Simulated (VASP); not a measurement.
# Ge (Fd-3m) in VASP: notebook, part 3 of 3

VASP 6.6.1. The steps go on from the part before.

### Step 4. Relaxation of cell and atoms, PBE, target pressure 30 GPa, at which the enthalpy is minimised

The input, INCAR:

```
SYSTEM = Ge
PREC = Accurate
ENCUT = 500
EDIFF = 1E-7
ISMEAR = 0
SIGMA = 0.01
LREAL = .FALSE.
LASPH = .TRUE.
NELM = 120
ALGO = Normal
ISIF = 3
LWAVE = .FALSE.
LCHARG = .FALSE.
GGA = PE
IBRION = 2
NSW = 100
EDIFFG = -0.02
PSTRESS = 300.0
GGA_COMPAT = .FALSE.
NELMIN = 4
```

The input, KPOINTS:

```
regular mesh
0
G
  6 6 6
  0 0 0
```

The input, POSCAR:

```
Ge
1.0
    0.0000000000      2.8289100000      2.8289100000
    2.8289100000      0.0000000000      2.8289100000
    2.8289100000      2.8289100000      0.0000000000
Ge
2
Direct
    0.5000000000      0.5000000000      0.5000000000
    0.7500000000      0.7500000000      0.7500000000
```

Potentials or basis: VASP PAW PBE potentials, release 64 (Ge_d).

Command:

```bash
$ cat potpaw_PBE.64/Ge_d/POTCAR > POTCAR
$ mpirun -np 1 vasp_std > vasp.out
```

OUTCAR:

```text
SYSTEM = Ge
   PREC = Accurate
   ENCUT = 500
   EDIFF = 1E-7
   ISMEAR = 0
   LREAL = .FALSE.
   LASPH = .TRUE.
   NELM = 120
   ISIF = 3
   GGA = PE
   IBRION = 2
   NSW = 100
   EDIFFG = -0.02
   PSTRESS = 300.0
   NELMIN = 4

 ion  position               nearest neighbor table
   1  0.500  0.500  0.500-   2 2.45   2 2.45   2 2.45   2 2.45
   2  0.750  0.750  0.750-   1 2.45   1 2.45   1 2.45   1 2.45

  LATTYP: Found a face centered cubic cell.
 ALAT       =     5.6578200000

  Lattice vectors:

 A1 = (   0.0000000000,   2.8289100000,   2.8289100000)
 A2 = (   2.8289100000,   0.0000000000,   2.8289100000)
 A3 = (   2.8289100000,   2.8289100000,   0.0000000000)

Analysis of symmetry for initial positions (statically):
=====================================================================
 Subroutine PRICEL returns:
 Original cell was already a primitive cell.

 Routine SETGRP: Setting up the symmetry group for a
 face centered cubic supercell.

 Subroutine GETGRP returns: Found 48 space group operations
 (whereof 24 operations were pure point group operations)
 out of a pool of 48 trial point group operations.

The static configuration has the point symmetry T_d .
 The point group associated with its full space group is O_h .

Analysis of symmetry for dynamics (positions and initial velocities):
=====================================================================
 Subroutine PRICEL returns:
 Original cell was already a primitive cell.

 Routine SETGRP: Setting up the symmetry group for a
 face centered cubic supercell.

 Subroutine GETGRP returns: Found 48 space group operations
 (whereof 24 operations were pure point group operations)
 out of a pool of 48 trial point group operations.

The dynamic configuration has the point symmetry T_d .
 The point group associated with its full space group is O_h .

 Subroutine INISYM returns: Found 48 space group operations
 (whereof 24 operations are pure point group operations),
 and found     1 'primitive' translations

----------------------------------------------------------------------------------------

                                     Primitive cell

  volume of cell :      45.2780

  direct lattice vectors                    reciprocal lattice vectors
     0.000000000  2.828910000  2.828910000    -0.176746521  0.176746521  0.176746521
     2.828910000  0.000000000  2.828910000     0.176746521 -0.176746521  0.176746521
     2.828910000  2.828910000  0.000000000     0.176746521  0.176746521 -0.176746521

  length of vectors
     4.000682889  4.000682889  4.000682889     0.306133954  0.306133954  0.306133954

  position of ions in fractional coordinates (direct lattice)
     0.500000000  0.500000000  0.500000000
     0.750000000  0.750000000  0.750000000

  ion indices of the primitive-cell ions
   primitive index   ion index
                 1           1
                 2           2

----------------------------------------------------------------------------------------

 KPOINTS: regular mesh

Automatic generation of k-mesh.
 Grid dimensions read from file:
 generate k-points for:    6    6    6

 Generating k-lattice:

  Cartesian coordinates                     Fractional coordinates (reciprocal lattice)
    -0.029457753  0.029457753  0.029457753     0.166666667  0.000000000  0.000000000
     0.029457753 -0.029457753  0.029457753     0.000000000  0.166666667  0.000000000
     0.029457753  0.029457753 -0.029457753     0.000000000  0.000000000  0.166666667

  Length of vectors
     0.051022326  0.051022326  0.051022326

  Shift w.r.t. Gamma in fractional coordinates (k-lattice)
     0.000000000  0.000000000  0.000000000

 Subroutine IBZKPT returns following result:
 ===========================================

 Found     16 irreducible k-points:

 Following reciprocal coordinates:
            Coordinates               Weight
  0.000000  0.000000  0.000000      1.000000
  0.166667  0.000000  0.000000      8.000000
  0.333333  0.000000  0.000000      8.000000
  0.500000  0.000000  0.000000      4.000000
  0.166667  0.166667  0.000000      6.000000
  0.333333  0.166667  0.000000     24.000000
[... 8 lines left out ...]
 -0.333333  0.333333  0.166667     24.000000
 -0.333333  0.500000  0.166667     12.000000
   k-points           NKPTS =     16   k-points in BZ     NKDIM =     16   number of bands    NBANDS=     18
   number of dos      NEDOS =    301   number of ions     NIONS =      2
   total plane-waves  NPLWV =  27000
   dimension x,y,z NGX =    30 NGY =   30 NGZ =   30
   dimension x,y,z NGXF=    60 NGYF=   60 NGZF=   60
   ions per type =               2
   NGX,Y,Z   is equivalent  to a cutoff of  12.47, 12.47, 12.47 a.u.
   NGXF,Y,Z  is equivalent  to a cutoff of  24.93, 24.93, 24.93 a.u.
 SYSTEM =  Ge
   PREC   = accura    normal or accurate (medium, high low for compatibility)
   ISTART =      0    job   : 0-new  1-cont  2-samecut
   ICHARG =      2    charge: 1-file 2-atom 10-const
   ISPIN  =      1    spin polarized calculation?
   LNONCOLLINEAR =      F non collinear calculations
   LSORBIT =      F    spin-orbit coupling
   LASPH  =      T    aspherical Exc in radial PAW
   ENCUT  =  500.0 eV  36.75 Ry    6.06 a.u.   7.29  7.29  7.29*2*pi/ulx,y,z
   NELM   =    120;   NELMIN=  4; NELMDL= -5     # of ELM steps
   EDIFF  = 0.1E-06   stopping-criterion for ELM
   LREAL  =      F    real-space projection
   EDIFFG = -.2E-01   stopping-criterion for IOM
   NSW    =    100    number of steps for IOM
   IBRION =      2    ionic relax: 0-MD 1-quasi-New 2-CG
   NFREE  =      1    steps in history (QN), initial steepest desc. (CG)
   ISIF   =      3    stress and relaxation
   ISYM   =      2    0-nonsym 1-usesym 2-fastsym
   POTIM  = 0.5000    time-step for ionic-motion
   TEBEG  =    0.0;   TEEND  =   0.0 temperature during run
   PSTRESS=  300.0 pullay stress
   NELECT =      28.0000    total number of electrons
   NUPDOWN=      -1.0000    fix difference up-down
   EMIN   =  10.00;   EMAX   =-10.00  energy-range for DOS
   EFERMI =   0.00;   METHOD = LEGACY
   ISMEAR =     0;   SIGMA  =   0.01  broadening in eV -4-tet -1-fermi 0-gaus
   EFERMI_NEDOS =   21; number of points for ismear=-14 and -15
   IALGO  =     38    algorithm
   IMIX   =      4    mixing-type and parameters
     AMIX     =   0.40;   BMIX     =  1.00
     AMIX_MAG =   1.60;   BMIX_MAG =  1.00
  volume/ion in A,a.u.               =      22.64       152.78
  Fermi-wavevector in a.u.,A,eV,Ry     =   1.394756  2.635708 26.468033  1.945346
  Thomas-Fermi vector in A             =   2.518275
   LORBIT       =      0    0 simple, 1 ext, 2 COOP (PROOUT), +10 PAW based schemes
   GGA     = PE    functional components
   LHFCALC =     F    Hartree Fock is set to
   AEXX    =    0.0000 exact exchange contribution
   IVDW    =     0    specifies the selected vdW correction
   LEPSILON=     F    determine dielectric tensor
   LRPA    =     F    only Hartree local field effects (RPA)
 conjugate gradient relaxation of ions
 non-spin polarized calculation
 Gauss-broadening in eV      SIGMA  =   0.01
  energy-cutoff  :      500.00
  volume of cell :       45.28
 maximum number of plane-waves:      1167
 NGX is ok and might be reduce to    30
   NGX = 15   NGY = 15   NGZ = 15

--------------------------------------- Ionic step        1  -------------------------------------------

 number of electron      28.0000022 magnetization

 Free energy of the ion-electron system (eV)
  ---------------------------------------------------
  ext. energy  EPLUGINS =         0.00000000
  ---------------------------------------------------
  free energy    TOTEN  =        -8.96437458 eV

  energy without entropy =       -8.96437061  energy(sigma->0) =       -8.96437260

 E-fermi :   5.0206     XC(G=0):  -9.9173

 val. band max:        5.0015713580   @ k =   0.0000   0.0000   0.0000
 cond. band min:       5.0368298610   @ k =   0.0000   0.0000   0.0000
 fundamental gap:      0.0352585030
 Fermi energy:         5.0205792074

 k-point     1 :       0.0000    0.0000    0.0000
  band No.  band energies     occupation
      1     -19.8136      2.00000
      2     -19.8136      2.00000
      3     -19.8136      2.00000
      4     -19.7776      2.00000
      5     -19.7776      2.00000
      6     -19.5670      2.00000
[... 817 lines left out ...]
  enthalpy is  TOTEN    =        -1.3380667791 eV   P V=        6.8964728486

--------------------------------------- Ionic step        5  -------------------------------------------

 number of electron      27.9999992 magnetization

 Free energy of the ion-electron system (eV)
  ---------------------------------------------------
  ext. energy  EPLUGINS =         0.00000000
  ---------------------------------------------------
  free energy    TOTEN  =        -8.18131852 eV

  energy without entropy =       -8.18131852  energy(sigma->0) =       -8.18131852

 E-fermi :   7.4202     XC(G=0): -10.9801

 val. band max:        7.3614969066   @ k =   0.0000   0.0000   0.0000
 cond. band min:       7.6890771462   @ k =   0.3333   0.3333   0.0000
 fundamental gap:      0.3275802396
 Fermi energy:         7.4202306383

 k-point     1 :       0.0000    0.0000    0.0000
  band No.  band energies     occupation
      1     -17.9099      2.00000
      2     -17.9099      2.00000
      3     -17.9099      2.00000
      4     -17.8543      2.00000
      5     -17.8543      2.00000
      6     -17.4955      2.00000
[... 354 lines left out ...]
  FREE ENERGIE OF THE ION-ELECTRON SYSTEM (eV)
  ---------------------------------------------------
  free  energy   TOTEN  =        -8.1813185152 eV

  energy  without entropy=       -8.1813185152  energy(sigma->0) =       -8.18131852

  enthalpy is  TOTEN    =        -1.3394077354 eV   P V=        6.8419107798

 reached required accuracy - stopping structural energy minimisation
```

CONTCAR:

```text
Ge
   1.00000000000000
    -0.0000000000000000    2.6337764668218298    2.6337764668218298
     2.6337764668218298    0.0000000000000000    2.6337764668218298
     2.6337764668218298    2.6337764668218298    0.0000000000000000
  Ge
     2
Direct
     0.5000000000000000    0.5000000000000000    0.5000000000000000
     0.7500000000000000    0.7500000000000000    0.7500000000000000

  0.00000000E+00  0.00000000E+00  0.00000000E+00
  0.00000000E+00  0.00000000E+00  0.00000000E+00
```

Run time: 50 s. Hardware: 1 thread of AMD EPYC 7R13 (Zen 3), shared host; peak memory 0.14 GiB.

Results:

* Free energy: -8.1813 eV
* Relaxed volume: 18.27 Å³/atom
* Relaxed cell: a = 3.725 Å, b = 3.725 Å, c = 3.725 Å, α = 60.00°, β = 60.00°, γ = 60.00°
* Space group after relaxing (to 0.1 Å): Fd-3m (No. 227)
* Energy change on relaxing (the run minimises the enthalpy): +391.5 meV/atom
* Ionic steps: 5
* Pressure after relaxing: 30.0 GPa
* Band gap on the k mesh: 0.33 eV (least direct gap 2.15 eV)

The path:
```
step  energy change (eV)  largest force (eV/Å)  pressure (GPa)  volume (Å³)
   1              0.0000                0.0000            3.32        45.28
   2              6.8503                0.0000          175.03        24.79
   3              0.6271                0.0000           25.76        37.44
   4              0.7298                0.0000           28.58        36.83
   5              0.7831                0.0000           30.00        36.54
```

Final structure:
```xyz
2
Lattice="0.0000 2.6338 2.6338 2.6338 0.0000 2.6338 2.6338 2.6338 0.0000" Properties=species:S:1:pos:R:3 pbc="T T T"
Ge    2.6338    2.6338    2.6338
Ge    3.9507    3.9507    3.9507
```

Levels at points of the mesh, in eV from the valence-band top:
```
           k point  band 11  band 12  band 13  band 14  band 15  band 16  band 17  band 18
(0.00, 0.00, 0.00)   -14.63     0.00     0.00     0.00     2.15     2.59     2.59     2.59
(0.50, 0.00, 0.00)   -11.94    -8.83    -1.78    -1.78     0.92     3.78     3.78     7.11
(0.50, 0.50, 0.00)    -9.85    -9.85    -3.93    -3.93     0.38     0.38    11.39    11.39
```

Caveat: the cell is relaxed towards a set pressure, so the run minimises the enthalpy, not the energy; the volume moved by over 15 % at a fixed basis, so the end points are rough. A k mesh can miss the band edges.

### Step 5. Relaxation of cell and atoms, PBE, target pressure 40 GPa, at which the enthalpy is minimised

The input, INCAR:

```
PREC = Accurate
ENCUT = 500
EDIFF = 1E-7
ISMEAR = 0
SIGMA = 0.01
LREAL = False
LASPH = True
NELM = 120
ALGO = Normal
ISIF = 3
LWAVE = False
LCHARG = False
GGA = PE
IBRION = 2
NSW = 100
EDIFFG = -0.02
PSTRESS = 400.0
GGA_COMPAT = False
NELMIN = 4
```

The input, KPOINTS:

```
Automatic mesh
0
Gamma
  6 6 6
```

POSCAR is that of step 4.

Command:

```bash
$ cat potpaw_PBE.64/Ge_d/POTCAR > POTCAR
$ mpirun -np 1 vasp_std > vasp.out
```

Run time: 52 s. Hardware: 1 thread of AMD EPYC 7R13 (Zen 3), shared host; peak memory 0.14 GiB.

The run converged. Its results:

```yaml
Free_energy: -7.7888 eV
Relaxed_volume: 17.37 Å³/atom
Relaxed_cell: a = 3.662 Å, b = 3.662 Å, c = 3.662 Å, α = 60.00°, β = 60.00°, γ = 60.00°
Space_group_after_relaxing_to_0.1_Å: Fd-3m (No. 227)
Energy_change_on_relaxing_the_run_minimises_the_enthalpy: +587.8 meV/atom
Ionic_steps: 5
Pressure_after_relaxing: 40.1 GPa
Band_gap_on_the_k_mesh: 0.23 eV (least direct gap 2.59 eV)
```

The path:
| step | energy change (eV) | largest force (eV/Å) | pressure (GPa) | volume (Å³) |
| --- | --- | --- | --- | --- |
| 1 | 0.0000 | 0.0000 | 3.32 | 45.28 |
| 2 | 17.0161 | 0.0000 | 442.75 | 19.10 |
| 3 | 0.7923 | 0.0000 | 30.24 | 36.49 |
| 4 | 0.9821 | 0.0000 | 35.20 | 35.56 |
| 5 | 1.1756 | 0.0000 | 40.09 | 34.73 |

Final structure:
```xyz
2
Lattice="0.0000 2.5896 2.5896 2.5896 0.0000 2.5896 2.5896 2.5896 0.0000" Properties=species:S:1:pos:R:3 pbc="T T T"
Ge    2.5896    2.5896    2.5896
Ge    3.8845    3.8845    3.8845
```

Levels at points of the mesh, in eV from the valence-band top:
```
           k point  band 12  band 13  band 14  band 15  band 16  band 17
(0.00, 0.00, 0.00)     0.00     0.00     0.00     2.59     2.59     2.59
(0.50, 0.00, 0.00)    -9.19    -1.89    -1.89     1.11     3.76     3.76
(0.50, 0.50, 0.00)   -10.12    -4.17    -4.17     0.26     0.26    11.86
```

Caveat: the cell is relaxed towards a set pressure, so the run minimises the enthalpy, not the energy; the volume moved by over 15 % at a fixed basis, so the end points are rough.

### Step 6. The runs side by side

| cell | gap on the mesh (eV) | pressure (GPa) |
| --- | --- | --- |
| relaxed to 10 GPa | 0.41 | 9.9 |
| relaxed to 20 GPa | 0.44 | 20.2 |
| relaxed to 30 GPa | 0.33 | 30.0 |
| relaxed to 40 GPa | 0.23 | 40.1 |

Alike in all rows: task relaxation of cell and atoms; level PBE; potentials or basis VASP PAW PBE potentials, release 64 (Ge_d); no spin polarisation; k mesh 6 × 6 × 6; cutoff (eV) 500; smearing gaussian 0.01 eV.

Caveats: the cell is relaxed towards a set pressure, so the run minimises the enthalpy, not the energy; the volume moved by over 15 % at a fixed basis, so the end points are rough (at least some runs).

Absolute energies hang on the potentials; compare differences alone.
